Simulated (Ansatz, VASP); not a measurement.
Ni in VASP and in Ansatz

File INCAR:

```
SYSTEM = Ni
  PREC = Accurate
  ENCUT = 520
  EDIFF = 1E-6
  ISMEAR = 0
  SIGMA = 0.05
  LREAL = .FALSE.
  LASPH = .TRUE.
  NELM = 150
  ALGO = Normal
  ISIF = 2
  LWAVE = .FALSE.
  LCHARG = .TRUE.
  ISPIN = 2
  MAGMOM = 2
  LORBIT = 11
  LMAXMIX = 4
  GGA = PE
  LELF = .TRUE.
  LVHAR = .TRUE.
  NBANDS = 15
```

The input KPOINTS:

```
Automatic mesh
0
G
  16 16 16
  0 0 0
```

Contents of POSCAR:

```
Ni
1.0
    0.0000000000      1.7619350000      1.7619350000
    1.7619350000      0.0000000000      1.7619350000
    1.7619350000      1.7619350000      0.0000000000
Ni
1
Direct
    0.0000000000      0.0000000000      0.0000000000
```

Input for Ansatz:

```yaml
crystal:
  lattice:
    - [0.0, 1.761935, 1.761935]
    - [1.761935, 0.0, 1.761935]
    - [1.761935, 1.761935, 0.0]
  atoms:
    - { symbol: Ni, position: [0.0, 0.0, 0.0], spin: 2.0 }
magnetization:
  spin_polarized: true
basis:
  ecutwfc: 420
  fft_grid_basis: typed
kpoints:
  mp_grid: { grid: [16, 16, 16] }
hamiltonian:
  xc: pbe
scf:
  occupations: { method: gaussian, width: 0.05 }
output:
  forces: true
  stress: true
  eigenvalues: true
  bader: true
  write_density: true
  volumetric_format: npy
  populations: true
  elf: true
```

Alike in both runs: task single point; functional PBE; k mesh 16 × 16 × 16; occupations gaussian, width 0.05 eV; collinear spin.

|  | VASP | Ansatz |
| --- | --- | --- |
| version | VASP 6.6.1 | Ansatz 0.2.0 |
| potentials or method | VASP PAW PBE potentials, release 64 (Ni), cutoff 520 eV | scalar-relativistic, plane waves, PAW |
| valence electrons in the cell | 10 | 18 |

```csv
,VASP,Ansatz,Ansatz less VASP
gap on the k mesh at the Fermi level (eV),none,none,-
pressure (GPa),-1.2,-1.2,-0.03
net moment per atom (μB),0.60,0.60,+0.005
size of the moment on the site where the two differ most (μB),0.61,0.64,+0.031
```

Site moments also hang on the region over which each program counts them. A gap of «none» marks a metal or a gap that the smearing closes. VASP's potentials hold 10 valence electrons a cell and Ansatz's 18, so a difference there can come from the potentials and not from the codes.
